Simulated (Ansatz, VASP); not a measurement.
**LiH: VASP beside Ansatz**

```xyz
2
Lattice="0.0000 2.0015 2.0015 2.0015 0.0000 2.0015 2.0015 2.0015 0.0000" Properties=species:S:1:pos:R:3 pbc="T T T"
Li    0.0000    0.0000    0.0000
H     2.0015    2.0015    2.0015
```

Alike in both runs: task single point; functional r2SCAN; k mesh 12 × 12 × 12; occupations fermi-dirac, width 0.02 eV; no spin polarisation.

```csv
,VASP,Ansatz
version,VASP 6.6.1,Ansatz 0.2.0
potentials or method,"VASP PAW PBE potentials, release 64 (Li_sv, H), cutoff 520 eV",PAW plane waves
valence electrons in the cell,4,4
```

|  | VASP | Ansatz | Ansatz less VASP |
| --- | --- | --- | --- |
| gap on the k mesh at the Fermi level (eV) | 3.58 | 3.63 | +0.049 |

VASP's potentials were made for PBE, not for r2SCAN.

Noted on VASP's run: the cutoff is short for stress, so the pressure is rough.
